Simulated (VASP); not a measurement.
Input of a VASP 6.6.1 run:

Contents of POSCAR:

```
CsSnBr3
1.0
    5.8989857281      0.0000000000      0.0000000000
    0.0000000000      5.8989857281      0.0000000000
    0.0000000000      0.0000000000      5.8989857281
Cs Sn Br
1 1 3
Direct
    0.0000000000      0.0000000000      0.0000000000
    0.5000000000      0.5000000000      0.5000000000
    0.5000000000      0.5000000000      0.0000000000
    0.5000000000      0.0000000000      0.5000000000
    0.0000000000      0.5000000000      0.5000000000
```

File INCAR.step1:

```
PREC = Accurate
ENCUT = 550
ISMEAR = 0
SIGMA = 0.01
LREAL = F
LASPH = T
NELM = 120
NBANDS = 30
GGA = PE
ALGO = Normal
EDIFF = 1E-5
LWAVE = T
LCHARG = F
GGA_COMPAT = F
```

The input INCAR.step2:

```
PREC = Accurate
ENCUT = 550
EDIFF = 1E-6
ISMEAR = 0
SIGMA = 0.01
LREAL = F
LASPH = T
NELM = 120
ALGO = Normal
ISIF = 2
LWAVE = F
LCHARG = F
METAGGA = R2SCAN
LMIXTAU = T
NBANDS = 30
ISTART = 1
GGA_COMPAT = F
```

The input KPOINTS:

```
Automatic mesh
0
Gamma
  4 4 4
```

Potentials or basis: VASP PAW PBE potentials, release 64 (Cs_sv, Sn_d, Br).

The run is started by

```console
$ cat potpaw_PBE.64/Cs_sv/POTCAR potpaw_PBE.64/Sn_d/POTCAR potpaw_PBE.64/Br/POTCAR > POTCAR
$ cp INCAR.step1 INCAR
$ mpirun -np 1 vasp_std > vasp.out
$ cp INCAR.step2 INCAR
$ mpirun -np 1 vasp_std > vasp.out
```

Q: What does it give for the pressure?

A: -0.6 GPa.

Q: What does it give for the band gap on the k mesh?

A: 0.85 eV.

Caveat: the PAW data sets were made with another functional, which shifts forces and pressure a little; spin-orbit coupling is left out, which moves the levels of the heavy elements. A k mesh can miss the band edges.
